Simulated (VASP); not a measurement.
A run of VASP 6.6.1 is set up as follows.

INCAR

```
  ALGO = Normal
  EDIFF = 1E-7
  EDIFFG = -0.02
  ENCUT = 500
  GGA = PS
  GGA_COMPAT = False
  IBRION = 2
  ISIF = 3
  ISMEAR = 1
  LASPH = True
  LCHARG = False
  LREAL = False
  LWAVE = False
  NELM = 120
  NELMIN = 4
  NSW = 80
  PREC = Accurate
  SIGMA = 0.1
```

File KPOINTS:

```
k-points
0
Gamma
  17 17 17
```

POSCAR

```
Al
1.0
    0.0000000000      2.0248100000      2.0248100000
    2.0248100000      0.0000000000      2.0248100000
    2.0248100000      2.0248100000      0.0000000000
Al
1
Direct
    0.0000000000      0.0000000000      0.0000000000
```

Potentials or basis: VASP PAW PBE potentials, release 64 (Al).

Launch:

```console
$ cat potpaw_PBE.64/Al/POTCAR > POTCAR
$ mpirun -np 1 vasp_std > vasp.out
```

Q: What does it give for the band gap on the k mesh?

A: Zero (an odd number of electrons rules out a gap without spin polarisation).

Q: Predict the relaxed cell.

A: a = 2.839 Å, b = 2.839 Å, c = 2.839 Å, α = 60.00°, β = 60.00°, γ = 60.00°.

Step by step:
```csv
step,energy change (eV),largest force (eV/Å),pressure (GPa),volume (Å³)
1,0.0000,0.0000,-1.98,16.60
2,-0.0026,0.0000,0.35,16.11
3,-0.0027,0.0000,0.00,16.18
```

Caveat: the PAW data sets were made with another functional, which shifts forces and pressure a little.
